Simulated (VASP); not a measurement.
Wanted: the native input for a VASP 6.6.1 run.

* Task: relaxation of the atoms
* Functional: PBE
* Potentials or basis: VASP PAW PBE potentials, release 64 (Au)
* Cutoff: 520 eV
* k mesh: 16 × 16 × 1
* Occupations: gaussian, width 0.1 eV
* Spin: no spin polarisation
* Dipole correction: yes
* Further INCAR settings: ALGO = Normal; EDIFF = 1e-07; IBRION = 2; EDIFFG = -0.01; NSW = 80

The structure of Au lies in POSCAR:

```
Au
1.0
    2.8835814537      0.0000000000      0.0000000000
    1.4417907268      2.4972547928      0.0000000000
    0.0000000000      0.0000000000     29.1266063865
Au
7
Direct
    0.0000000000      0.0000000000      0.2574965274
    0.3333333333      0.3333333333      0.3383310183
    0.6666666667      0.6666666667      0.4191655091
    0.0000000000      0.0000000000      0.5000000000
    0.3333333333      0.3333333333      0.5808344909
    0.6666666667      0.6666666667      0.6616689817
    0.0000000000      0.0000000000      0.7425034726
```

The input as run:

INCAR

```
ALGO = Normal ; DIPOL = 0.5 0.5 0.500
EDIFF = 1E-7 ; EDIFFG = -0.01
ENCUT = 520 ; GGA = PE
IBRION = 2 ; IDIPOL = 3
ISIF = 2 ; ISMEAR = 0
LASPH = T ; LCHARG = F
LDIPOL = T ; LREAL = F
LWAVE = F ; NELM = 100
NSW = 80 ; PREC = Accurate
SIGMA = 0.1
```

KPOINTS

```
k-points
0
Gamma
  16 16 1
```

Potentials or basis: VASP PAW PBE potentials, release 64 (Au).

Launch:

```console
$ cat potpaw_PBE.64/Au/POTCAR > POTCAR
$ mpirun -np 1 vasp_std > vasp.out
```

Results of the run:

| Property | Result |
| --- | --- |
| Energy gained by relaxing | 20.6 meV/atom |
| Ionic steps | 12 |
| Largest force after relaxing | 0.004 eV/Å |
| Band gap on the k mesh | zero (an odd number of electrons rules out a gap without spin polarisation) |

Caveat: spin-orbit coupling is left out, which moves the levels of the heavy elements.

Run time: 35 min on 1 thread of Intel(R) Xeon(R) Platinum 8488C (Sapphire Rapids), with other jobs on the host, peak memory 0.5 GiB.
